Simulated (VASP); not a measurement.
# In2Ga3P5 (I-4m2) in VASP: single point with PBE

Aim: the single point of In2Ga3P5 with PBE.

All numbers are computed with VASP 6.6.1; they aren't measurements. Logs are shortened: lines on timing, memory, paths and dates and some standing lists are left out, and cuts for length are marked.

### Step 1. The cell of the first run

Symmetry: I-4m2, No. 119, tetragonal system. The conventional cell has a = 4.009 Å, b = 4.009 Å, c = 28.612 Å, α = 90.00°, β = 90.00°, γ = 90.00°. Within 3.4 Å of In (site symmetry 2mm) lie 4 P at 2.55 Å. Within 3.2 Å of Ga (site symmetry 2mm) lie 4 P at 2.41 Å. Within 3.2 Å of Ga (site symmetry -4m2) lie 4 P at 2.41 Å. P (site symmetry 2mm) has 2 Ga at 2.41 Å and 2 In at 2.55 Å within 3.2 Å. Within 3.2 Å of P (site symmetry 2mm) lie 2 Ga at 2.41 Å and 2 In at 2.55 Å. P (site symmetry -4m2) has 4 Ga at 2.41 Å within 3.2 Å.

### Step 2. Single point, PBE

The input, INCAR:

```
SYSTEM = In2Ga3P5
PREC = Accurate ; ENCUT = 520
EDIFF = 1E-6 ; ISMEAR = 0
SIGMA = 0.1 ; LREAL = .FALSE.
LASPH = .TRUE. ; NELM = 100
ALGO = Normal ; ISIF = 2
LWAVE = .FALSE. ; LCHARG = .TRUE.
GGA = PE ; LELF = .TRUE.
LVHAR = .TRUE. ; NBANDS = 56
```

The input, KPOINTS:

```
Automatic mesh
0
G
  4 4 4
  0 0 0
```

The input, POSCAR:

```
In2Ga3P5
1.0
    0.0000000000     -4.0091242000      0.0000000000
    4.0091242000      0.0000000000      0.0000000000
   -2.0045621000      2.0045621000     14.3061695000
In Ga P
2 3 5
Direct
    0.3984560000      0.3984560000      0.7969120000
    0.6015440000      0.6015440000      0.2030880000
    0.7969690000      0.7969690000      0.5939380000
    0.0000000000      0.0000000000      0.0000000000
    0.2030310000      0.2030310000      0.4060620000
    0.3434480000      0.8434480000      0.6868960000
    0.9534600000      0.4534600000      0.9069200000
    0.5465400000      0.0465400000      0.0930800000
    0.1565520000      0.6565520000      0.3131040000
    0.7500000000      0.2500000000      0.5000000000
```

Potentials or basis: VASP PAW PBE potentials, release 64 (In_d, Ga_d, P).

The run is started by

```console
cat potpaw_PBE.64/In_d/POTCAR potpaw_PBE.64/Ga_d/POTCAR potpaw_PBE.64/P/POTCAR > POTCAR
mpirun -np 1 vasp_std > vasp.out
```

OUTCAR:

```text
SYSTEM = In2Ga3P5
   PREC = Accurate
   ENCUT = 520
   EDIFF = 1E-6
   ISMEAR = 0
   LREAL = .FALSE.
   LASPH = .TRUE.
   NELM = 100
   ISIF = 2
   GGA = PE

 ion  position               nearest neighbor table
   1  0.398  0.398  0.797-   7 2.55   7 2.55   6 2.55   6 2.55
   2  0.602  0.602  0.203-   8 2.55   8 2.55   9 2.55   9 2.55
   3  0.797  0.797  0.594-   6 2.41   6 2.41  10 2.41  10 2.41
   4  0.000  0.000  0.000-   8 2.41   7 2.41   8 2.41   7 2.41
   5  0.203  0.203  0.406-   9 2.41   9 2.41  10 2.41  10 2.41
   6  0.343  0.843  0.687-   3 2.41   3 2.41   1 2.55   1 2.55
   7  0.953  0.453  0.907-   4 2.41   4 2.41   1 2.55   1 2.55
   8  0.547  0.047  0.093-   4 2.41   4 2.41   2 2.55   2 2.55
   9  0.157  0.657  0.313-   5 2.41   5 2.41   2 2.55   2 2.55
  10  0.750  0.250  0.500-   3 2.41   5 2.41   5 2.41   3 2.41

  LATTYP: Found a body centered tetragonal cell.
 ALAT       =     4.0091242000
 C/A-ratio  =     7.1368053402

  Lattice vectors:

 A1 = (  -2.0045621000,  -2.0045621000, -14.3061695000)
 A2 = (   2.0045621000,   2.0045621000, -14.3061695000)
 A3 = (   2.0045621000,  -2.0045621000,  14.3061695000)

Analysis of symmetry for initial positions (statically):
=====================================================================
 Subroutine PRICEL returns:
 Original cell was already a primitive cell.

 Routine SETGRP: Setting up the symmetry group for a
 body centered tetragonal supercell.

 Subroutine GETGRP returns: Found  8 space group operations
 (whereof  8 operations were pure point group operations)
 out of a pool of 16 trial point group operations.

The static configuration has the point symmetry D_2d.

Analysis of symmetry for dynamics (positions and initial velocities):
=====================================================================
 Subroutine PRICEL returns:
 Original cell was already a primitive cell.

 Routine SETGRP: Setting up the symmetry group for a
 body centered tetragonal supercell.

 Subroutine GETGRP returns: Found  8 space group operations
 (whereof  8 operations were pure point group operations)
 out of a pool of 16 trial point group operations.

The dynamic configuration has the point symmetry D_2d.

 Subroutine INISYM returns: Found  8 space group operations
 (whereof  8 operations are pure point group operations),
 and found     1 'primitive' translations

----------------------------------------------------------------------------------------

                                     Primitive cell

  volume of cell :     229.9442

  direct lattice vectors                    reciprocal lattice vectors
     0.000000000 -4.009124200  0.000000000     0.000000000 -0.249431035  0.034949956
     4.009124200  0.000000000  0.000000000     0.249431035  0.000000000  0.034949956
    -2.004562100  2.004562100 14.306169500     0.000000000  0.000000000  0.069899913

  length of vectors
     4.009124200  4.009124200 14.584341747     0.251867705  0.251867705  0.069899913

  position of ions in fractional coordinates (direct lattice)
     0.398456000  0.398456000  0.796912000
     0.601544000  0.601544000  0.203088000
     0.796969000  0.796969000  0.593938000
     0.000000000  0.000000000  0.000000000
     0.203031000  0.203031000  0.406062000
     0.343448000  0.843448000  0.686896000
     0.953460000  0.453460000  0.906920000
     0.546540000  0.046540000  0.093080000
     0.156552000  0.656552000  0.313104000
     0.750000000  0.250000000  0.500000000

  ion indices of the primitive-cell ions
   primitive index   ion index
                 1           1
                 2           2
                 3           3
                 4           4
                 5           5
                 6           6
                 7           7
                 8           8
                 9           9
                10          10

----------------------------------------------------------------------------------------

 KPOINTS: Automatic mesh

Automatic generation of k-mesh.
 Grid dimensions read from file:
 generate k-points for:    4    4    4

 Generating k-lattice:

  Cartesian coordinates                     Fractional coordinates (reciprocal lattice)
     0.000000000 -0.062357759  0.008737489     0.250000000  0.000000000  0.000000000
     0.062357759  0.000000000  0.008737489     0.000000000  0.250000000  0.000000000
     0.000000000  0.000000000  0.017474978     0.000000000  0.000000000  0.250000000

  Length of vectors
     0.062966926  0.062966926  0.017474978

  Shift w.r.t. Gamma in fractional coordinates (k-lattice)
     0.000000000  0.000000000  0.000000000

 Subroutine IBZKPT returns following result:
 ===========================================

 Found     13 irreducible k-points:

 Following reciprocal coordinates:
            Coordinates               Weight
  0.000000  0.000000  0.000000      1.000000
  0.250000  0.000000  0.000000      8.000000
  0.500000  0.000000  0.000000      4.000000
  0.250000  0.250000  0.000000      8.000000
  0.500000  0.250000  0.000000     16.000000
 -0.250000  0.250000  0.000000      4.000000
  0.500000  0.500000  0.000000      2.000000
  0.000000  0.000000  0.250000      2.000000
  0.250000  0.000000  0.250000      8.000000
  0.500000  0.000000  0.250000      4.000000
  0.250000  0.250000  0.250000      4.000000
  0.500000  0.500000  0.250000      2.000000
  0.000000  0.000000  0.500000      1.000000
   k-points           NKPTS =     13   k-points in BZ     NKDIM =     13   number of bands    NBANDS=     56
   number of dos      NEDOS =    301   number of ions     NIONS =     10
   total plane-waves  NPLWV =  97200
   dimension x,y,z NGX =    30 NGY =   30 NGZ =  108
   dimension x,y,z NGXF=    60 NGYF=   60 NGZF=  216
   ions per type =               2   3   5
   NGX,Y,Z   is equivalent  to a cutoff of  12.44, 12.44, 12.31 a.u.
   NGXF,Y,Z  is equivalent  to a cutoff of  24.88, 24.88, 24.62 a.u.
 SYSTEM =  In2Ga3P5
   PREC   = accura    normal or accurate (medium, high low for compatibility)
   ISTART =      0    job   : 0-new  1-cont  2-samecut
   ICHARG =      2    charge: 1-file 2-atom 10-const
   ISPIN  =      1    spin polarized calculation?
   LNONCOLLINEAR =      F non collinear calculations
   LSORBIT =      F    spin-orbit coupling
   LASPH  =      T    aspherical Exc in radial PAW
   ENCUT  =  520.0 eV  38.22 Ry    6.18 a.u.   7.45  7.45 27.12*2*pi/ulx,y,z
   NELM   =    100;   NELMIN=  2; NELMDL= -5     # of ELM steps
   EDIFF  = 0.1E-05   stopping-criterion for ELM
   LREAL  =      F    real-space projection
   EDIFFG = 0.1E-04   stopping-criterion for IOM
   NSW    =      0    number of steps for IOM
   IBRION =     -1    ionic relax: 0-MD 1-quasi-New 2-CG
   NFREE  =      0    steps in history (QN), initial steepest desc. (CG)
   ISIF   =      2    stress and relaxation
   ISYM   =      2    0-nonsym 1-usesym 2-fastsym
   POTIM  = 0.5000    time-step for ionic-motion
   TEBEG  =    0.0;   TEEND  =   0.0 temperature during run
   PSTRESS=    0.0 pullay stress
   NELECT =      90.0000    total number of electrons
   NUPDOWN=      -1.0000    fix difference up-down
   EMIN   =  10.00;   EMAX   =-10.00  energy-range for DOS
   EFERMI =   0.00;   METHOD = LEGACY
   ISMEAR =     0;   SIGMA  =   0.10  broadening in eV -4-tet -1-fermi 0-gaus
   EFERMI_NEDOS =   21; number of points for ismear=-14 and -15
   IALGO  =     38    algorithm
   IMIX   =      4    mixing-type and parameters
     AMIX     =   0.40;   BMIX     =  1.00
     AMIX_MAG =   1.60;   BMIX_MAG =  1.00
  volume/ion in A,a.u.               =      22.99       155.17
  Fermi-wavevector in a.u.,A,eV,Ry     =   1.197517  2.262978 19.511380  1.434046
  Thomas-Fermi vector in A             =   2.333429
   LORBIT       =      0    0 simple, 1 ext, 2 COOP (PROOUT), +10 PAW based schemes
   GGA     = PE    functional components
   LHFCALC =     F    Hartree Fock is set to
   AEXX    =    0.0000 exact exchange contribution
   IVDW    =     0    specifies the selected vdW correction
   LEPSILON=     F    determine dielectric tensor
   LRPA    =     F    only Hartree local field effects (RPA)
 non-spin polarized calculation
 Gauss-broadening in eV      SIGMA  =   0.10
  energy-cutoff  :      520.00
  volume of cell :      229.94
 maximum number of plane-waves:      6245
 NGX is ok and might be reduce to    30
   NGX = 15   NGY = 15   NGZ = 55

 number of electron      89.9999999 magnetization

 Free energy of the ion-electron system (eV)
  ---------------------------------------------------
  ext. energy  EPLUGINS =         0.00000000
  ---------------------------------------------------
  free energy    TOTEN  =       -43.76182923 eV

  energy without entropy =      -43.76182923  energy(sigma->0) =      -43.76182923

 E-fermi :   5.0702     XC(G=0):  -9.4342

 val. band max:        4.6170164395   @ k =   0.0000   0.0000   0.0000
 cond. band min:       5.4945682858   @ k =   0.0000   0.0000   0.0000
 fundamental gap:      0.8775518464
 Fermi energy:         5.0702180243

 k-point     1 :       0.0000    0.0000    0.0000
  band No.  band energies     occupation
      1     -10.0466      2.00000
      2     -10.0421      2.00000
      3      -9.9977      2.00000
      4      -9.9751      2.00000
      5      -9.9751      2.00000
      6      -9.9712      2.00000
[... 48 lines left out ...]
     55       8.5522      0.00000
     56       8.5727      0.00000

 k-point     2 :       0.2500    0.0000    0.0000
  band No.  band energies     occupation
      1     -10.0381      2.00000
      2     -10.0328      2.00000
      3     -10.0018      2.00000
      4      -9.9921      2.00000
      5      -9.9838      2.00000
      6      -9.9739      2.00000
[... 48 lines left out ...]
     55       9.1711      0.00000
     56       9.2521      0.00000
[... 588 lines left out ...]
     55       9.0829      0.00000
     56      10.1802      0.00000

 k-point    13 :       0.0000    0.0000    0.5000
  band No.  band energies     occupation
      1     -10.0474      2.00000
      2     -10.0411      2.00000
      3      -9.9979      2.00000
      4      -9.9749      2.00000
      5      -9.9749      2.00000
      6      -9.9713      2.00000
[... 48 lines left out ...]
     55       8.3425      0.00000
     56       9.0538      0.00000

------------------------ aborting loop because EDIFF is reached ----------------------------------------

  FORCE on cell =-STRESS in cart. coord.  units (eV):
  Direction    XX          YY          ZZ          XY          YZ          ZX
  --------------------------------------------------------------------------------------
  -------------------------------------------------------------------------------------
  Total        0.6401359      0.6401359     -0.5097757      0.0000000     -0.0000000      0.0000000
  in kB        4.4602620      4.4602620     -3.5519538      0.0000000     -0.0000000      0.0000000
  external PRESSURE =       1.7895234 kB  Pullay stress =       0.0000000 kB

 VOLUME and BASIS-vectors are now :
 -----------------------------------------------------------------------------
  energy-cutoff  :      520.00
  volume of cell :      229.94
      direct lattice vectors                 reciprocal lattice vectors
     0.000000000 -4.009124200  0.000000000     0.000000000 -0.249431035  0.034949956
     4.009124200  0.000000000  0.000000000     0.249431035  0.000000000  0.034949956
    -2.004562100  2.004562100 14.306169500     0.000000000  0.000000000  0.069899913

 POSITION                                       TOTAL-FORCE (eV/Angst)
 -----------------------------------------------------------------------------------
      0.00000     -0.00000     11.40076         0.000000      0.000000      0.000662
      2.00456     -2.00456      2.90541         0.000000      0.000000     -0.000662
      2.00456     -2.00456      8.49698         0.000000      0.000000     -0.001864
      0.00000      0.00000      0.00000         0.000000      0.000000      0.000000
      0.00000     -0.00000      5.80919         0.000000      0.000000      0.001864
      2.00456     -0.00000      9.82685        -0.000000      0.000000     -0.014545
      0.00000     -2.00456     12.97455        -0.000000      0.000000      0.010925
      0.00000     -2.00456      1.33162         0.000000     -0.000000     -0.010925
      2.00456      0.00000      4.47932         0.000000     -0.000000      0.014545
      0.00000     -2.00456      7.15308         0.000000      0.000000      0.000000
 -----------------------------------------------------------------------------------
    total drift:                                0.000002      0.000002     -0.000000

  FREE ENERGIE OF THE ION-ELECTRON SYSTEM (eV)
  ---------------------------------------------------
  free  energy   TOTEN  =       -43.7618292256 eV

  energy  without entropy=      -43.7618292256  energy(sigma->0) =      -43.76182923
```

Wall time 3.2 min (1 thread of Oxide Virtual Turin-like, shared host); peak memory 0.34 GiB.

Results:

```
Free energy            : -43.7618 eV
Pressure               : 0.2 GPa
Largest force          : 0.015 eV/Å
Band gap on the k mesh : 0.88 eV
```

Forces on the atoms (eV/Å):
```
In   0.000  0.000  0.001
In   0.000  0.000 -0.001
Ga   0.000  0.000 -0.002
Ga   0.000  0.000  0.000
Ga   0.000  0.000  0.002
P    0.000  0.000 -0.015
P    0.000  0.000  0.011
P    0.000  0.000 -0.011
P    0.000  0.000  0.015
P    0.000  0.000  0.000
```

Levels at points of the mesh, in eV from the valence-band top:
| k point | band 43 | band 44 | band 45 | band 46 | band 47 | band 48 |
| --- | --- | --- | --- | --- | --- | --- |
| (0.00, 0.00, 0.00) | -0.16 | 0.00 | 0.00 | 0.88 | 1.65 | 1.67 |
| (0.50, 0.00, 0.00) | -1.08 | -0.71 | -0.66 | 1.31 | 1.93 | 2.09 |
| (0.50, 0.50, 0.00) | -2.71 | -2.46 | -2.40 | 1.69 | 1.91 | 2.32 |
| (0.00, 0.00, 0.50) | -0.42 | -0.31 | -0.31 | 1.54 | 1.66 | 1.88 |

Caveat: spin-orbit coupling is left out, which moves the levels of the heavy elements.
